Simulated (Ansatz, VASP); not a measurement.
## V: VASP beside Ansatz

```
V
1.0
    -1.49874    1.49874    1.49874
     1.49874   -1.49874    1.49874
     1.49874    1.49874   -1.49874
V
1
Direct
  0.00000 0.00000 0.00000
```

Alike in both runs: functional PBE; k mesh 20 × 20 × 20; occupations gaussian, width 0.1 eV; no spin polarisation.

Ansatz relaxed the structure, and its values are those at the end. VASP's run is a single point on that final structure, the one shown.

|  | VASP | Ansatz |
| --- | --- | --- |
| version | VASP 6.6.1 | Ansatz 0.2.0 |
| potentials or method | VASP PAW PBE potentials, release 64 (V_sv), cutoff 520 eV | scalar-relativistic, plane waves, PAW |
| valence electrons in the cell | 13 | 13 |

```csv
,VASP,Ansatz,Ansatz less VASP
gap on the k mesh at the Fermi level (eV),none,none,-
pressure (GPa),0.1,-0.1,-0.23
```

A gap of «none» marks a metal or a gap that the smearing closes. With one functional, cell and mesh, what is left measures potentials, basis and numerics.
